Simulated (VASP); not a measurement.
# MnO2 (P4_2/mnm) in VASP: further runs

MnO2 is run at these levels: LDA+U; tasks: single point.

Program: VASP 6.6.1. These are calculated values, not measurements. Logs are shortened: lines on timing, memory, paths and dates and some standing lists are left out, and cuts for length are marked.

### 1 The cell of the first run

Symmetry: P4_2/mnm, No. 136, tetragonal system. The conventional cell has a = 4.396 Å, b = 4.396 Å, c = 2.871 Å, α = 90.00°, β = 90.00°, γ = 90.00°. Within 2.5 Å of Mn (site symmetry mmm) lie 6 O at 1.88 to 1.89 Å. O (site symmetry m2m) has 3 Mn at 1.88 to 1.89 Å and 1 O at 2.46 Å within 2.5 Å.

### 2 Single point, LDA+U, collinear spin, ferromagnetic start

INCAR

```
  PREC = Accurate
  ENCUT = 520
  EDIFF = 1E-6
  ISMEAR = 0
  SIGMA = 0.05
  LREAL = F
  LASPH = T
  NELM = 150
  ALGO = Normal
  ISIF = 2
  LWAVE = F
  LCHARG = F
  ISPIN = 2
  MAGMOM = 3 3 0 0 0 0
  LORBIT = 11
  LMAXMIX = 4
  LDAU = T
  LDAUTYPE = 2
  LDAUL = 2 -1
  LDAUU = 4 0
  LDAUJ = 0 0
  LDAUPRINT = 1
  NBANDS = 38
```

KPOINTS

```
Automatic mesh
0
Gamma
  4 4 7
```

POSCAR

```
MnO2
1.0
    4.3959987700      0.0000000000      0.0000000000
    0.0000000000      4.3959987700      0.0000000000
    0.0000000000      0.0000000000      2.8709991900
Mn O
2 4
Direct
    0.0000000000      0.0000000000      0.0000000000
    0.5000000000      0.5000000000      0.5000000000
    0.3020000000      0.3020000000      0.0000000000
    0.1980000000      0.8020000000      0.5000000000
    0.6980000000      0.6980000000      0.0000000000
    0.8020000000      0.1980000000      0.5000000000
```

Potentials or basis: VASP PAW LDA potentials, release 64 (Mn_pv, O).

The run is started by

```sh
cat potpaw_LDA.64/Mn_pv/POTCAR potpaw_LDA.64/O/POTCAR > POTCAR
mpirun -np 1 vasp_std > vasp.out
```

OUTCAR:

```text
PREC = Accurate
   ENCUT = 520
   EDIFF = 1E-6
   ISMEAR = 0
   LREAL = F
   LASPH = T
   NELM = 150
   ISIF = 2
   ISPIN = 2
   LORBIT = 11

 ion  position               nearest neighbor table
   1  0.000  0.000  0.000-   3 1.88   5 1.88   4 1.89   6 1.89   4 1.89   6 1.89
   2  0.500  0.500  0.500-   4 1.88   6 1.88   5 1.89   3 1.89   3 1.89   5 1.89
   3  0.302  0.302  0.000-   1 1.88   2 1.89   2 1.89
   4  0.198  0.802  0.500-   2 1.88   1 1.89   1 1.89
   5  0.698  0.698  0.000-   1 1.88   2 1.89   2 1.89
   6  0.802  0.198  0.500-   2 1.88   1 1.89   1 1.89

  LATTYP: Found a simple tetragonal cell.
 ALAT       =     4.3959987700
 C/A-ratio  =     0.6530937200

  Lattice vectors:

 A1 = (   4.3959987700,   0.0000000000,   0.0000000000)
 A2 = (   0.0000000000,   4.3959987700,   0.0000000000)
 A3 = (   0.0000000000,   0.0000000000,   2.8709991900)

Analysis of symmetry for initial positions (statically):
=====================================================================
 Subroutine PRICEL returns:
 Original cell was already a primitive cell.

 Routine SETGRP: Setting up the symmetry group for a
 simple tetragonal supercell.

 Subroutine GETGRP returns: Found 16 space group operations
 (whereof  8 operations were pure point group operations)
 out of a pool of 16 trial point group operations.

The static configuration has the point symmetry D_2h.
 The point group associated with its full space group is D_4h.

Analysis of symmetry for dynamics (positions and initial velocities):
=====================================================================
 Subroutine PRICEL returns:
 Original cell was already a primitive cell.

 Routine SETGRP: Setting up the symmetry group for a
 simple tetragonal supercell.

 Subroutine GETGRP returns: Found 16 space group operations
 (whereof  8 operations were pure point group operations)
 out of a pool of 16 trial point group operations.

The dynamic configuration has the point symmetry D_2h.
 The point group associated with its full space group is D_4h.

Analysis of structural, dynamic, and magnetic symmetry:
=====================================================================
 Subroutine PRICEL returns:
 Original cell was already a primitive cell.

 Routine SETGRP: Setting up the symmetry group for a
 simple tetragonal supercell.

 Subroutine GETGRP returns: Found 16 space group operations
 (whereof  8 operations were pure point group operations)
 out of a pool of 16 trial point group operations.

The overall configuration has the point symmetry D_2h.
 The point group associated with its full space group is D_4h.

 Subroutine INISYM returns: Found 16 space group operations
 (whereof  8 operations are pure point group operations),
 and found     1 'primitive' translations

----------------------------------------------------------------------------------------

                                     Primitive cell

  volume of cell :      55.4815

  direct lattice vectors                    reciprocal lattice vectors
     4.395998770  0.000000000  0.000000000     0.227479590  0.000000000  0.000000000
     0.000000000  4.395998770  0.000000000     0.000000000  0.227479590  0.000000000
     0.000000000  0.000000000  2.870999190     0.000000000  0.000000000  0.348310791

  length of vectors
     4.395998770  4.395998770  2.870999190     0.227479590  0.227479590  0.348310791

  position of ions in fractional coordinates (direct lattice)
     0.000000000  0.000000000  0.000000000
[... 155 lines left out ...]
  o =  0.5042  v =  0.0000  0.7071  0.0000 -0.7071 -0.0000  0.0000  0.0000  0.0000  0.0000  0.0000      0.0000  0.0000  0.0000  0.0000  0.0000  0.0000  0.0000  0.0000  0.0000  0.0000
  o =  0.5195  v =  0.8670  0.0000 -0.4982  0.0000  0.0000  0.0000  0.0000  0.0000  0.0000  0.0000      0.0000  0.0000  0.0000  0.0000  0.0000  0.0000  0.0000  0.0000  0.0000  0.0000
  o =  0.9509  v =  0.4982 -0.0000  0.8670  0.0000 -0.0000  0.0000  0.0000  0.0000  0.0000  0.0000      0.0000  0.0000  0.0000  0.0000  0.0000  0.0000  0.0000  0.0000  0.0000  0.0000
  o =  0.9615  v =  0.0000 -0.7071  0.0000 -0.7071  0.0000  0.0000  0.0000  0.0000  0.0000  0.0000      0.0000  0.0000  0.0000  0.0000  0.0000  0.0000  0.0000  0.0000  0.0000  0.0000
  o =  0.9718  v =  0.0000  0.0000  0.0000  0.0000  1.0000  0.0000  0.0000  0.0000  0.0000  0.0000      0.0000  0.0000  0.0000  0.0000  0.0000  0.0000  0.0000  0.0000  0.0000  0.0000

atom =   2  type =  1  l = 2

 onsite density matrix

spin component  1

  0.6266  0.0000 -0.1863  0.0000 -0.0000
  0.0000  0.7329  0.0000 -0.2287  0.0000
 -0.1863  0.0000  0.8438  0.0000 -0.0000
  0.0000 -0.2287  0.0000  0.7329  0.0000
 -0.0000  0.0000 -0.0000  0.0000  0.9718

spin component  2

  0.2490  0.0000  0.1102  0.0000  0.0000
  0.0000  0.2287  0.0000  0.1085  0.0000
  0.1102  0.0000  0.1449  0.0000 -0.0000
  0.0000  0.1085  0.0000  0.2287  0.0000
  0.0000  0.0000 -0.0000  0.0000  0.1329

 occupancies and eigenvectors

  o =  0.0751  v =  0.0000  0.0000  0.0000  0.0000  0.0000 -0.5350 -0.0000  0.8448  0.0000  0.0000      0.0000  0.0000  0.0000  0.0000  0.0000  0.0000  0.0000  0.0000  0.0000  0.0000
  o =  0.1202  v =  0.0000  0.0000  0.0000  0.0000  0.0000  0.0000 -0.7071  0.0000  0.7071 -0.0000      0.0000  0.0000  0.0000  0.0000  0.0000  0.0000  0.0000  0.0000  0.0000  0.0000
  o =  0.1329  v =  0.0000  0.0000  0.0000  0.0000  0.0000 -0.0000  0.0000  0.0000  0.0000 -1.0000      0.0000  0.0000  0.0000  0.0000  0.0000  0.0000  0.0000  0.0000  0.0000  0.0000
  o =  0.3188  v =  0.0000  0.0000  0.0000  0.0000  0.0000 -0.8448 -0.0000 -0.5350  0.0000  0.0000      0.0000  0.0000  0.0000  0.0000  0.0000  0.0000  0.0000  0.0000  0.0000  0.0000
  o =  0.3372  v =  0.0000  0.0000  0.0000  0.0000  0.0000  0.0000 -0.7071  0.0000 -0.7071 -0.0000      0.0000  0.0000  0.0000  0.0000  0.0000  0.0000  0.0000  0.0000  0.0000  0.0000
  o =  0.5042  v =  0.0000 -0.7071  0.0000 -0.7071  0.0000  0.0000  0.0000  0.0000  0.0000  0.0000      0.0000  0.0000  0.0000  0.0000  0.0000  0.0000  0.0000  0.0000  0.0000  0.0000
  o =  0.5195  v = -0.8670  0.0000 -0.4982  0.0000 -0.0000  0.0000  0.0000  0.0000  0.0000  0.0000      0.0000  0.0000  0.0000  0.0000  0.0000  0.0000  0.0000  0.0000  0.0000  0.0000
  o =  0.9509  v = -0.4982  0.0000  0.8670  0.0000  0.0000  0.0000  0.0000  0.0000  0.0000  0.0000      0.0000  0.0000  0.0000  0.0000  0.0000  0.0000  0.0000  0.0000  0.0000  0.0000
  o =  0.9615  v =  0.0000  0.7071  0.0000 -0.7071 -0.0000  0.0000  0.0000  0.0000  0.0000  0.0000      0.0000  0.0000  0.0000  0.0000  0.0000  0.0000  0.0000  0.0000  0.0000  0.0000
  o =  0.9718  v =  0.0000  0.0000 -0.0000  0.0000  1.0000  0.0000  0.0000  0.0000  0.0000  0.0000      0.0000  0.0000  0.0000  0.0000  0.0000  0.0000  0.0000  0.0000  0.0000  0.0000

 number of electron      49.9999990 magnetization       6.0179387

 Free energy of the ion-electron system (eV)
  ---------------------------------------------------
  ext. energy  EPLUGINS =         0.00000000
  ---------------------------------------------------
  free energy    TOTEN  =       -47.00403513 eV

  energy without entropy =      -47.00397033  energy(sigma->0) =      -47.00400273

 E-fermi :   4.8884     XC(G=0): -12.6273

 val. band max:        4.8219155653   @ k =   0.0000   0.0000   0.0000
 cond. band min:       4.9747092191   @ k =   0.0000   0.0000   0.1429
 fundamental gap:      0.1527936538
 Fermi energy:         4.8884400682

 spin component 1

 k-point     1 :       0.0000    0.0000    0.0000
  band No.  band energies     occupation
      1     -45.4982      1.00000
      2     -45.4902      1.00000
      3     -45.4467      1.00000
      4     -45.4467      1.00000
      5     -45.3843      1.00000
      6     -45.3843      1.00000
[... 949 lines left out ...]
     36      17.9379      0.00000
     37      19.9931      0.00000
 Fermi energy:         4.8884400682

 spin component 2

 k-point     1 :       0.0000    0.0000    0.0000
  band No.  band energies     occupation
      1     -42.4892      1.00000
      2     -42.4791      1.00000
      3     -42.4380      1.00000
      4     -42.4380      1.00000
      5     -42.3713      1.00000
      6     -42.3713      1.00000
[... 949 lines left out ...]
     36      18.5958      0.00000
     37      20.2616      0.00000
 [bands above 37 left out]

------------------------ aborting loop because EDIFF is reached ----------------------------------------

  FORCE on cell =-STRESS in cart. coord.  units (eV):
  Direction    XX          YY          ZZ          XY          YZ          ZX
  --------------------------------------------------------------------------------------
  -------------------------------------------------------------------------------------
  Total       -1.7865202     -1.7865202     -2.1136470      0.0000000      0.0000000      0.0000000
  in kB      -51.5905685    -51.5905685    -61.0372335      0.0000000      0.0000000      0.0000000
  external PRESSURE =     -54.7394568 kB  Pullay stress =       0.0000000 kB

 VOLUME and BASIS-vectors are now :
 -----------------------------------------------------------------------------
  energy-cutoff  :      520.00
  volume of cell :       55.48
      direct lattice vectors                 reciprocal lattice vectors
     4.395998770  0.000000000  0.000000000     0.227479590  0.000000000  0.000000000
     0.000000000  4.395998770  0.000000000     0.000000000  0.227479590  0.000000000
     0.000000000  0.000000000  2.870999190     0.000000000  0.000000000  0.348310791

 POSITION                                       TOTAL-FORCE (eV/Angst)
 -----------------------------------------------------------------------------------
      0.00000      0.00000      0.00000        -0.000000      0.000000      0.000000
      2.19800      2.19800      1.43550        -0.000000      0.000000      0.000000
      1.32759      1.32759      0.00000         0.371245      0.371245     -0.000000
      0.87041      3.52559      1.43550        -0.371245      0.371245     -0.000000
      3.06841      3.06841      0.00000        -0.371245     -0.371245      0.000000
      3.52559      0.87041      1.43550         0.371245     -0.371245      0.000000
 -----------------------------------------------------------------------------------
    total drift:                                0.000000      0.000000      0.000000

  FREE ENERGIE OF THE ION-ELECTRON SYSTEM (eV)
  ---------------------------------------------------
  free  energy   TOTEN  =       -47.0040351259 eV

  energy  without entropy=      -47.0039703349  energy(sigma->0) =      -47.00400273

 total charge

# of ion       s       p       d       tot
------------------------------------------
    1        0.363   6.484   4.858  11.705
    2        0.363   6.484   4.858  11.705
    3        1.555   3.458   0.000   5.013
    4        1.555   3.458   0.000   5.013
    5        1.555   3.458   0.000   5.013
    6        1.555   3.458   0.000   5.013
--------------------------------------------------
tot          6.945  26.799   9.716  43.461

 magnetization (x)

# of ion       s       p       d       tot
------------------------------------------
    1        0.016   0.025   2.921   2.962
    2        0.016   0.025   2.921   2.962
    3       -0.002  -0.013   0.000  -0.015
    4       -0.002  -0.013   0.000  -0.015
    5       -0.002  -0.013   0.000  -0.015
    6       -0.002  -0.013   0.000  -0.015
--------------------------------------------------
tot          0.023  -0.001   5.843   5.864
```

Wall time 4 min (1 thread of AMD EPYC 7R13, shared host); peak memory 0.18 GiB.

What came out:

* Free energy: -47.0040 eV
* Pressure: -5.5 GPa
* Largest force: 0.525 eV/Å
* Band gap on the k mesh: zero (filled and empty bands overlap)
* Net moment: 6.02 μB per cell
* Site moments: Mn +2.96; O -0.01 μB
* Valence electrons inside the program's atomic spheres: Mn 11.71; O 5.01

Forces on the atoms (eV/Å):
```
Mn   0.000  0.000  0.000
Mn   0.000  0.000  0.000
O    0.371  0.371  0.000
O   -0.371  0.371  0.000
O   -0.371 -0.371  0.000
O    0.371 -0.371  0.000
```

Eigenvalues of the final occupation matrices:
```csv
site,spin,trace,eigenvalues
site 1 d,1,3.91,0.50 0.52 0.95 0.96 0.97
site 1 d,2,0.98,0.08 0.12 0.13 0.32 0.34
site 2 d,1,3.91,0.50 0.52 0.95 0.96 0.97
site 2 d,2,0.98,0.08 0.12 0.13 0.32 0.34
```

Caveat: the cell stands under tension; the run started ferromagnetic, and an antiferromagnetic order may lie lower in energy.

[end of part 1 of 2]

The gap in the log of VASP goes by the Fermi energy; the results here count the filled bands.